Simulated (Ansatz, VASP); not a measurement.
## One calculation of CaSe, two programs

INCAR

```
SYSTEM = CaSe
  ALGO = Normal
  EDIFF = 1E-7
  EDIFFG = -0.01
  ENCUT = 600
  GGA = PE
  IBRION = 2
  ISIF = 3
  ISMEAR = 0
  LASPH = .TRUE.
  LCHARG = .FALSE.
  LREAL = .FALSE.
  LWAVE = .FALSE.
  NELM = 100
  NSW = 100
  PREC = Accurate
  SIGMA = 0.02
```

The input KPOINTS:

```
k-points
0
G
  8 8 8
  0 0 0
```

Contents of POSCAR:

```
CaSe
1.0
    0.0000000000      2.9802363369      2.9802363369
    2.9802363369      0.0000000000      2.9802363369
    2.9802363369      2.9802363369      0.0000000000
Ca Se
1 1
Direct
    0.5000000000      0.5000000000      0.5000000000
    0.0000000000      0.0000000000      0.0000000000
```

Input for Ansatz:

```yaml
crystal:
  lattice:
    - [0.0, 2.9802363369, 2.9802363369]
    - [2.9802363369, 0.0, 2.9802363369]
    - [2.9802363369, 2.9802363369, 0.0]
  atoms:
    - { symbol: Ca, position: [0.5, 0.5, 0.5] }
    - { symbol: Se, position: [0.0, 0.0, 0.0] }
basis:
  ecutwfc: 420
kpoints:
  mp_grid: { grid: [8, 8, 8] }
hamiltonian:
  xc: pbe
scf:
  occupations: { method: gaussian, width: 0.02 }
output:
  forces: true
  stress: true
  eigenvalues: true
  write_density: true
  write_potential: true
  elf: true
  volumetric_format: npy
relax:
  adjacent_minimum: "off"
  f_tol: 0.01
  max_steps: 80
  cell: { stress_tol: 0.05 }
```

Alike in both runs: task relaxation of cell and atoms; functional PBE; k mesh 8 × 8 × 8; occupations gaussian, width 0.02 eV; no spin polarisation.

|  | VASP | Ansatz |
| --- | --- | --- |
| version | VASP 6.6.1 | Ansatz 0.2.0 |
| potentials or method | VASP PAW PBE potentials, release 64 (Ca_sv, Se), cutoff 600 eV | scalar-relativistic, plane waves, PAW |
| valence electrons in the cell | 16 | 26 |

Ansatz gave:

```
gap on the k mesh at the Fermi level, each at its own relaxed structure (eV) : 2.08
relaxed volume (Å³/atom)                                                     : 26.43
relaxed cell length with the largest relative difference (Å)                 : 4.213
```

**Question.** What did VASP give for the same quantities?

**Answer.** gap on the k mesh at the Fermi level, each at its own relaxed structure (eV): 2.08; relaxed volume (Å³/atom): 26.55; relaxed cell length with the largest relative difference (Å): 4.219.

VASP's potentials hold 16 valence electrons a cell and Ansatz's 26, so a difference there can come from the potentials and not from the codes.
